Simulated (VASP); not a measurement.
# Ta (P6_3/mmc) in VASP: a series of runs, part 2 of 2

VASP 6.6.1.

### Step 4. Relaxation of cell and atoms, LDA

INCAR reads:

```
SYSTEM = Ta
PREC     = Accurate       ! precision mode
ENCUT    = 500            ! plane-wave cutoff, eV
EDIFF    = 1E-7           ! SCF threshold, eV
ISMEAR   = -1             ! smearing method
SIGMA    = 0.15           ! smearing width, eV
LREAL    = .False.        ! projectors in reciprocal space
LASPH    = .True.         ! aspherical terms in the spheres
NELM     = 120            ! most SCF steps
ALGO     = Normal         ! electronic algorithm
ISIF     = 3              ! what is computed and relaxed
LWAVE    = .False.        ! write WAVECAR
LCHARG   = .False.        ! write CHGCAR
IBRION   = 2              ! ionic algorithm
NSW      = 80             ! ionic steps
EDIFFG   = -0.01          ! ionic threshold
GGA_COMPAT= .False.      
NELMIN   = 4
```

KPOINTS reads:

```
regular mesh
0
Gamma
  11 11 6
  0 0 0
```

POSCAR reads:

```
Ta
1.0
    2.9003720000      0.0000000000      0.0000000000
   -1.4501860000      2.5117960000      0.0000000000
    0.0000000000      0.0000000000      5.1662740000
Ta
2
Direct
    0.6666666667      0.3333333333      0.7500000000
    0.3333333333      0.6666666667      0.2500000000
```

Potentials or basis: VASP PAW LDA potentials, release 64 (Ta_sv_GW).

The run is started by

```bash
cat potpaw_LDA.64/Ta_sv_GW/POTCAR > POTCAR
mpirun -np 1 vasp_std > vasp.out
```

OUTCAR:

```text
SYSTEM = Ta
   PREC = Accurate
   ENCUT = 500
   EDIFF = 1E-7
   ISMEAR = -1
   LREAL = .False.
   LASPH = .True.
   NELM = 120
   ISIF = 3
   IBRION = 2
   NSW = 80
   EDIFFG = -0.01
   NELMIN = 4

 ion  position               nearest neighbor table
   1  0.667  0.333  0.750-   2 3.08   2 3.08   2 3.08   2 3.08   2 3.08   2 3.08
   2  0.333  0.667  0.250-   1 3.08   1 3.08   1 3.08   1 3.08   1 3.08   1 3.08

  LATTYP: Found a hexagonal cell.
 ALAT       =     2.9003720000
 C/A-ratio  =     1.7812453023

  Lattice vectors:

 A1 = (   2.9003720000,   0.0000000000,   0.0000000000)
 A2 = (  -1.4501860000,   2.5117960000,   0.0000000000)
 A3 = (   0.0000000000,   0.0000000000,   5.1662740000)

Analysis of symmetry for initial positions (statically):
[... 431 lines left out ...]
  ---------------------------------------------------
  ext. energy  EPLUGINS =         0.00000000
  ---------------------------------------------------
  free energy    TOTEN  =       -30.12286076 eV

  energy without entropy =      -29.94728909  energy(sigma->0) =      -30.03507493

 E-fermi :  10.8588     XC(G=0): -13.3539

 val. band max:       10.8457281879   @ k =   0.3636   0.0000   0.0000
 cond. band min:      10.8890901216   @ k =   0.3636   0.1818   0.0000
 fundamental gap:      0.0433619338
 Fermi energy:        10.8588017555

 k-point     1 :       0.0000    0.0000    0.0000
  band No.  band energies     occupation
      1     -56.2653      2.00000
      2     -56.1858      2.00000
      3     -23.5257      2.00000
      4     -22.5126      2.00000
      5     -22.3711      2.00000
      6     -22.3711      2.00000
[... 457 lines left out ...]
      4     -22.9408      2.00000
      5     -22.9002      2.00000
      6     -22.5864      2.00000
[... 9 lines left out ...]
     16      12.7350      0.00001
     17      13.9764      0.00000

 [... further k-points ...]
[... 5 lines left out ...]
  --------------------------------------------------------------------------------------
  -------------------------------------------------------------------------------------
  Total        0.0157215      0.0157215      0.0010267      0.0000000      0.0000000      0.0000000
  in kB        0.7120077      0.7120078      0.0464966      0.0000000      0.0000000      0.0000000
  external PRESSURE =       0.4901707 kB  Pullay stress =       0.0000000 kB
[... 17 lines left out ...]
  FREE ENERGIE OF THE ION-ELECTRON SYSTEM (eV)
  ---------------------------------------------------
  free  energy   TOTEN  =       -30.1228607595 eV

  energy  without entropy=      -29.9472890906  energy(sigma->0) =      -30.03507493

 reached required accuracy - stopping structural energy minimisation
```

OSZICAR:

```text
N       E                     dE             d eps       ncg     rms          rms(c)
DAV:   1     0.221196683722E+03    0.22120E+03   -0.17011E+04  2224   0.147E+03
DAV:   2    -0.188606976615E+02   -0.24006E+03   -0.23796E+03  2937   0.403E+02
DAV:   3    -0.316036207258E+02   -0.12743E+02   -0.12595E+02  3235   0.856E+01
[... 98 lines left out ...]
DAV:   3    -0.301228593818E+02    0.19328E-05   -0.23539E-05  2267   0.405E-02    0.203E-02
DAV:   4    -0.301228598170E+02   -0.43512E-06   -0.10673E-06  2447   0.630E-03    0.970E-02
DAV:   5    -0.301228595922E+02    0.22480E-06   -0.10802E-07  1121   0.305E-03    0.125E-01
DAV:   6    -0.301228603949E+02   -0.80277E-06   -0.40837E-07  1615   0.450E-03    0.884E-03
DAV:   7    -0.301228607322E+02   -0.33723E-06   -0.38912E-07  2083   0.460E-03    0.566E-02
DAV:   8    -0.301228607595E+02   -0.27310E-07   -0.14553E-08  1102   0.141E-03
   8 F= -.30122861E+02 E0= -.30035075E+02  d E =-.190364E-04
```

CONTCAR:

```text
Ta
   1.00000000000000
     2.8386734349520384    0.0000000000000000    0.0000000000000000
    -1.4193367174760192    2.4583634645916224    0.0000000000000000
     0.0000000000000000   -0.0000000000000000    5.0694086930970590
  Ta
     2
Direct
     0.6666666667000030    0.3333333332999970    0.7500000000000000
     0.3333333332999970    0.6666666667000030    0.2500000000000000

  0.00000000E+00  0.00000000E+00  0.00000000E+00
  0.00000000E+00  0.00000000E+00  0.00000000E+00
```

Wall time 3.4 min (1 thread of Intel Xeon Platinum 8375C at 2.90GHz (Ice Lake), shared host); peak memory 0.18 GiB.

Results:

| Property | Result |
| --- | --- |
| Free energy | -30.1229 eV |
| Relaxed volume | 17.69 Å³/atom |
| Relaxed cell | a = 2.839 Å, b = 2.839 Å, c = 5.069 Å, α = 90.00°, β = 90.00°, γ = 120.00° |
| Space group after relaxing (to 0.05 Å) | P6_3/mmc (No. 194) |
| Energy gained by relaxing | 43.8 meV/atom |
| Ionic steps | 8 |
| Pressure after relaxing | 0.0 GPa |
| Band gap on the k mesh | zero (band 13 reaches 12.60 eV, above the bottom of band 14 at 10.04 eV) |

The path:
```
step  energy change (eV)  largest force (eV/Å)  pressure (GPa)  volume (Å³)
   1              0.0000                0.0000          -11.82        37.64
   2              0.4664                0.0000           41.02        30.57
   3             -0.0873                0.0000           -0.76        35.51
   4             -0.0876                0.0000           -0.24        35.40
   5             -0.0875                0.0000            0.19        35.35
   6             -0.0875                0.0000           -0.37        35.45
   7             -0.0876                0.0000           -0.09        35.39
   8             -0.0876                0.0000            0.05        35.38
```

Final structure:
```yaml
crystal:
  lattice:
    - [2.83867, 0.00000, 0.00000]
    - [-1.41934, 2.45836, 0.00000]
    - [0.00000, 0.00000, 5.06941]
  atoms:
    - { symbol: Ta, position: [0.66667, 0.33333, 0.75000] }
    - { symbol: Ta, position: [0.33333, 0.66667, 0.25000] }
```

Caveat: spin-orbit coupling is left out, which moves the levels of the heavy elements.

### Step 5. The runs side by side

| task | level | potentials or basis | cell | cutoff (eV) | second run | gap on the mesh (eV) | pressure (GPa) | relaxed volume (Å³/atom) |
| --- | --- | --- | --- | --- | --- | --- | --- | --- |
| relaxation of cell and atoms | LDA | VASP PAW LDA potentials, release 64 (Ta_pv) | relaxed from a = 2.900, b = 2.900, c = 5.166 Å, angles 90.0, 90.0, 120.0°, 2 atoms | 600 | - | none | 0.0 | 17.79 |
| single point | BLYP+D3(BJ) | VASP PAW PBE potentials, release 64 (Ta_sv_GW) | a = 2.857, b = 2.857, c = 5.087 Å, angles 90.0, 90.0, 120.0°, 2 atoms | 500 | valence_matched | none | -0.4 | - |
| relaxation of cell and atoms | LDA | VASP PAW LDA potentials, release 64 (Ta_sv_GW) | relaxed from a = 2.900, b = 2.900, c = 5.166 Å, angles 90.0, 90.0, 120.0°, 2 atoms | 500 | valence_matched | none | 0.0 | 17.69 |

Alike in all rows: no spin polarisation; k mesh 11 × 11 × 6; smearing fermi-dirac 0.15 eV.

Caveats: spin-orbit coupling is left out, which moves the levels of the heavy elements; the PAW data sets were made with another functional, which shifts forces and pressure a little (some runs); pairwise dispersion overbinds metals, which lowers pressure and volume (some runs).

Absolute energies hang on the potentials; compare differences alone.
